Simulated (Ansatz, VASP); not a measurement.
Ba: VASP beside Ansatz

```xyz
1
Lattice="0.0000 3.3943 3.0710 3.3943 0.0000 3.0710 3.3943 3.3943 0.0000" Properties=species:S:1:pos:R:3 pbc="T T T"
Ba    0.0000    0.0000    0.0000
```

Change from the starting cell: strain +0.050 along x and y, -0.050 along z, atoms carried along.

Alike in both runs: task single point; functional PBE; k mesh 14 × 14 × 14; occupations gaussian, width 0.15 eV; no spin polarisation.

```csv
,VASP,Ansatz
version,VASP 6.6.1,Ansatz 0.2.0
potentials or method,"VASP PAW PBE potentials, release 64 (Ba_sv), cutoff 520 eV","scalar-relativistic, plane waves, PAW"
valence electrons in the cell,10,10
```

|  | VASP | Ansatz | Ansatz less VASP |
| --- | --- | --- | --- |
| gap on the k mesh at the Fermi level (eV) | none | none | - |
| pressure (GPa) | -0.7 | -0.7 | -0.03 |

A gap of «none» marks a metal or a gap that the smearing closes.

Neither program's run includes spin-orbit coupling.
